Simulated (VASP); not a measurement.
# HfB (Fm-3m) in VASP: elastic constants with PBE

Aim: the elastic constants of HfB with PBE.

Program: VASP 6.6.1. These are calculated values, not measurements. Logs are shortened: lines on timing, memory, paths and dates and some standing lists are left out, and cuts for length are marked.

## (1) The cell of the first run

It takes space group Fm-3m (No. 225, cubic). The conventional cell has a = 4.836 Å, b = 4.836 Å, c = 4.836 Å, α = 90.00°, β = 90.00°, γ = 90.00°. Within 3.2 Å of Hf (site symmetry m-3m) lie 6 B at 2.42 Å. B (site symmetry m-3m) has 6 Hf at 2.42 Å within 3.2 Å.

## (2) Elastic constants, PBE

INCAR

```
  ALGO = Normal
  EDIFF = 1E-8
  ENCUT = 600
  GGA = PE
  IBRION = 6
  ISIF = 3
  ISMEAR = -1
  LASPH = T
  LCHARG = T
  LREAL = F
  LWAVE = F
  NELM = 80
  NFREE = 2
  NSW = 1
  POTIM = 0.015
  PREC = Accurate
  SIGMA = 0.15
```

KPOINTS

```
k-points
0
Gamma
  16 16 16
```

POSCAR

```
HfB
1.0
    0.0000000000      2.4180949836      2.4180949836
    2.4180949836      0.0000000000      2.4180949836
    2.4180949836      2.4180949836      0.0000000000
Hf B
1 1
Direct
    0.5000000000      0.5000000000      0.5000000000
    0.0000000000      0.0000000000      0.0000000000
```

Potentials or basis: VASP PAW PBE potentials, release 64 (Hf_pv, B).

Launch:

```console
$ cat potpaw_PBE.64/Hf_pv/POTCAR potpaw_PBE.64/B/POTCAR > POTCAR
$ mpirun -np 1 vasp_std > vasp.out
```

OUTCAR:

```text
EDIFF = 1E-8
   ENCUT = 600
   GGA = PE
   IBRION = 6
   ISIF = 3
   ISMEAR = -1
   LASPH = T
   LREAL = F
   NELM = 80
   NFREE = 2
   NSW = 1
   POTIM = 0.015
   PREC = Accurate

 ion  position               nearest neighbor table
   1  0.500  0.500  0.500-   2 2.42   2 2.42   2 2.42   2 2.42   2 2.42   2 2.42
   2  0.000  0.000  0.000-   1 2.42   1 2.42   1 2.42   1 2.42   1 2.42   1 2.42

  LATTYP: Found a face centered cubic cell.
 ALAT       =     4.8361899672

  Lattice vectors:

 A1 = (   0.0000000000,   2.4180949836,   2.4180949836)
 A2 = (   2.4180949836,   0.0000000000,   2.4180949836)
 A3 = (   2.4180949836,   2.4180949836,   0.0000000000)

Analysis of symmetry for initial positions (statically):
=====================================================================
 Subroutine PRICEL returns:
 Original cell was already a primitive cell.

 Routine SETGRP: Setting up the symmetry group for a
 face centered cubic supercell.

 Subroutine GETGRP returns: Found 48 space group operations
 (whereof 48 operations were pure point group operations)
 out of a pool of 48 trial point group operations.

The static configuration has the point symmetry O_h .

Analysis of symmetry for dynamics (positions and initial velocities):
=====================================================================
 Subroutine PRICEL returns:
 Original cell was already a primitive cell.

 Routine SETGRP: Setting up the symmetry group for a
 face centered cubic supercell.

 Subroutine GETGRP returns: Found 48 space group operations
 (whereof 48 operations were pure point group operations)
 out of a pool of 48 trial point group operations.

The dynamic configuration has the point symmetry O_h .

 Subroutine INISYM returns: Found 48 space group operations
[... 355 lines left out ...]
     10       7.8540      0.00000
[... 287 lines left out ...]
 k-point    24 :      -0.0625    0.0625    0.0000
  band No.  band energies     occupation
      1     -24.7881      2.00000
      2     -24.7588      2.00000
      3     -24.7485      2.00000
      4      -4.5845      2.00000
      5       5.6406      0.00031
      6       5.6780      0.00024
      7       6.0780      0.00002
      8       6.4703      0.00000
      9       7.4199      0.00000
     10       8.4038      0.00000

 [... further k-points ...]

------------------------ aborting loop because EDIFF is reached ----------------------------------------

  FORCE on cell =-STRESS in cart. coord.  units (eV):
  Direction    XX          YY          ZZ          XY          YZ          ZX
  --------------------------------------------------------------------------------------
  -------------------------------------------------------------------------------------
  Total        0.0250881      0.0165523      0.0165523      0.0000000      0.0000000      0.0000000
  in kB        1.4214420      0.9378208      0.9378208      0.0000000      0.0000000      0.0000000
  external PRESSURE =       1.0990279 kB  Pullay stress =       0.0000000 kB
[... 17 lines left out ...]
  FREE ENERGIE OF THE ION-ELECTRON SYSTEM (eV)
  ---------------------------------------------------
  free  energy   TOTEN  =       -17.5039788641 eV

  energy  without entropy=      -17.4177612497  energy(sigma->0) =      -17.46087006

 INTERNAL STRAIN TENSORS FROM STRAINED CELLS
 ============================================

 INTERNAL STRAIN TENSOR FOR ION    1 for displacements in x,y,z  (eV/Angst):
          X           Y           Z          XY          YZ          ZX
  --------------------------------------------------------------------------------
  x     0.00000     0.00000     0.00000     0.00000     0.00000     0.00000
  y    -0.00000     0.00000    -0.00000     0.00000     0.00000     0.00000
  z     0.00000     0.00000    -0.00000    -0.00000    -0.00000     0.00000

 INTERNAL STRAIN TENSORS FROM DISPLACED ATOMS
 ============================================

 INTERNAL STRAIN TENSOR FOR ION    1 for displacements in x,y,z  (eV/Angst):
          X           Y           Z          XY          YZ          ZX
  --------------------------------------------------------------------------------
  x     0.00000     0.00000     0.00000     0.00000     0.00000     0.00000
  y     0.00000     0.00000     0.00000     0.00000     0.00000     0.00000
  z     0.00000     0.00000     0.00000     0.00000     0.00000     0.00000

 INTERNAL STRAIN TENSOR FOR ION    2 for displacements in x,y,z  (eV/Angst):
          X           Y           Z          XY          YZ          ZX
  --------------------------------------------------------------------------------
  x     0.00000     0.00000     0.00000     0.00000     0.00000     0.00000
  y     0.00000     0.00000     0.00000     0.00000     0.00000     0.00000
  z     0.00000     0.00000     0.00000     0.00000     0.00000     0.00000

 Eigenvectors and eigenvalues of the dynamical matrix
 ----------------------------------------------------

   1 f  =   13.579923 THz    85.325174 2PiTHz  452.977480 cm-1    56.162024 meV
             X         Y         Z           dx          dy          dz
      2.418095  2.418095  2.418095     0.239046    0.000000    0.000000
      0.000000  0.000000  0.000000    -0.971008    0.000000   -0.000000
[... 21 lines left out ...]
   6 f/i=    0.000969 THz     0.006087 2PiTHz    0.032316 cm-1     0.004007 meV
             X         Y         Z           dx          dy          dz
      2.418095  2.418095  2.418095     0.046897    0.923570   -0.296100
      0.000000  0.000000  0.000000     0.011545    0.227368   -0.072895

--------------------------------------------------------------------------------------------------------

 ELASTIC MODULI CONTR FROM IONIC RELAXATION (kBar)
 Direction    XX          YY          ZZ          XY          YZ          ZX
 --------------------------------------------------------------------------------
 XX           0.0000      0.0000      0.0000      0.0000      0.0000      0.0000
 YY           0.0000      0.0000      0.0000      0.0000      0.0000      0.0000
 ZZ           0.0000      0.0000      0.0000      0.0000      0.0000      0.0000
 XY           0.0000      0.0000      0.0000      0.0000      0.0000      0.0000
 YZ           0.0000      0.0000      0.0000      0.0000      0.0000      0.0000
 ZX           0.0000      0.0000      0.0000      0.0000      0.0000      0.0000
 --------------------------------------------------------------------------------

 TOTAL ELASTIC MODULI (kBar)
 Direction    XX          YY          ZZ          XY          YZ          ZX
 --------------------------------------------------------------------------------
 XX        3933.6981    617.1591    617.1591     -0.0000     -0.0000     -0.0000
 YY         617.1591   3933.6981    617.1591      0.0000      0.0000     -0.0000
 ZZ         617.1591    617.1591   3933.6981     -0.0000      0.0000     -0.0000
 XY          -0.0000      0.0000     -0.0000    534.5131      0.0000      0.0000
 YZ          -0.0000      0.0000      0.0000      0.0000    534.5131      0.0000
 ZX          -0.0000     -0.0000     -0.0000      0.0000      0.0000    534.5131
 --------------------------------------------------------------------------------
```

OSZICAR:

```text
N       E                     dE             d eps       ncg     rms          rms(c)
DAV:   1     0.162668387608E+02    0.16267E+02   -0.79861E+03  2900   0.134E+03
DAV:   2    -0.182838699323E+02   -0.34551E+02   -0.33164E+02  3746   0.202E+02
[... 199 lines left out ...]
DAV:   1    -0.175053269320E+02   -0.13481E-02   -0.54766E-01  7150   0.481E+00    0.456E-01
DAV:   2    -0.175042972707E+02    0.10297E-02   -0.42646E-03  8560   0.497E-01    0.212E-01
DAV:   3    -0.175039691394E+02    0.32813E-03   -0.13501E-03  7762   0.221E-01    0.240E-02
DAV:   4    -0.175039781454E+02   -0.90060E-05   -0.10009E-04  8076   0.692E-02    0.225E-02
DAV:   5    -0.175039788740E+02   -0.72855E-06   -0.11780E-06  9686   0.120E-02    0.770E-03
DAV:   6    -0.175039788605E+02    0.13511E-07   -0.22174E-07  8184   0.349E-03    0.151E-03
DAV:   7    -0.175039788641E+02   -0.36239E-08   -0.54537E-08  7998   0.171E-03
  17 F= -.17503979E+02 E0= -.17460870E+02  d E =-.862176E-01
```

Wall time 66 min (1 thread of Intel Xeon 8259CL, shared host); peak memory 0.8 GiB.

What came out:

| Property | Result |
| --- | --- |
| Elastic constants C11, C12, C44 | 393, 62, 53 GPa |
| Voigt bulk modulus | 172 GPa |
| Highest phonon frequency at Γ | 453 cm⁻¹ |

Phonon frequencies in cm⁻¹ (negative: imaginary):
```tsv
q point	frequencies
(0.000, 0.000, 0.000)	0 0 0 453 453 453
```

Elastic tensor in Voigt notation (GPa, in the Cartesian axes of the cell as first typed):
```
393  62  62   0   0   0
 62 393  62   0   0   0
 62  62 393   0   0   0
  0   0   0  53   0   0
  0   0   0   0  53   0
  0   0   0   0   0  53
```

Clamped-ion elastic tensor (GPa):
```
393  62  62   0   0   0
 62 393  62   0   0   0
 62  62 393   0   0   0
  0   0   0  53   0   0
  0   0   0   0  53   0
  0   0   0   0   0  53
```

Caveat: spin-orbit coupling is left out, which moves the levels of the heavy elements.
